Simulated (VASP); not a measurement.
A run of VASP 6.6.1 is set up as follows.

INCAR

```
SYSTEM = SnSe2
PREC     = Accurate       ! precision mode
ENCUT    = 520            ! plane-wave cutoff, eV
EDIFF    = 1E-7           ! SCF threshold, eV
ISMEAR   = -1             ! smearing method
SIGMA    = 0.02           ! smearing width, eV
LREAL    = .FALSE.        ! projectors in reciprocal space
LASPH    = .TRUE.         ! aspherical terms in the spheres
NELM     = 80             ! most SCF steps
ALGO     = Normal         ! electronic algorithm
ISIF     = 2              ! what is computed and relaxed
LWAVE    = .FALSE.        ! write WAVECAR
LCHARG   = .TRUE.         ! write CHGCAR
GGA      = PE             ! functional
LELF     = .TRUE.         ! ELF
LVHAR    = .TRUE.       
NBANDS   = 20             ! bands
```

File KPOINTS:

```
Automatic mesh
0
G
  13 13 7
  0 0 0
```

Contents of POSCAR:

```
SnSe2
1.0
    3.8110000000      0.0000000000      0.0000000000
   -1.9055000000      3.3004228138      0.0000000000
    0.0000000000      0.0000000000      6.3200800000
Sn Se
1 2
Direct
    0.0000000000      0.0000000000      0.0000000000
    0.3333333333      0.6666666667      0.2544476211
    0.6666666667      0.3333333333      0.7455523789
```

Potentials or basis: VASP PAW PBE potentials, release 64 (Sn_d, Se).

Launch:

```sh
$ cat potpaw_PBE.64/Sn_d/POTCAR potpaw_PBE.64/Se/POTCAR > POTCAR
$ mpirun -np 1 vasp_std > vasp.out
```

**Question.** What does it give for the largest force?

**Answer.** 0.017 eV/Å.

**Question.** Estimate the pressure.

**Answer.** 2.2 GPa.

**Question.** Estimate the band gap on the k mesh.

**Answer.** 0.57 eV (least direct gap 1.10 eV).

Forces on the atoms (eV/Å):
```
Sn   0.000  0.000  0.000
Se   0.000  0.000  0.017
Se   0.000  0.000 -0.017
```

Caveat: the cell differs from its parent crystal (z stretched by +3 %, then relaxed in part); spin-orbit coupling is left out, which moves the levels of the heavy elements; an odd mesh through Γ misses points on the zone boundary, where band edges can lie; this functional lacks dispersion, which binds the layers, so the pressure and a relaxed spacing across them are unreliable.
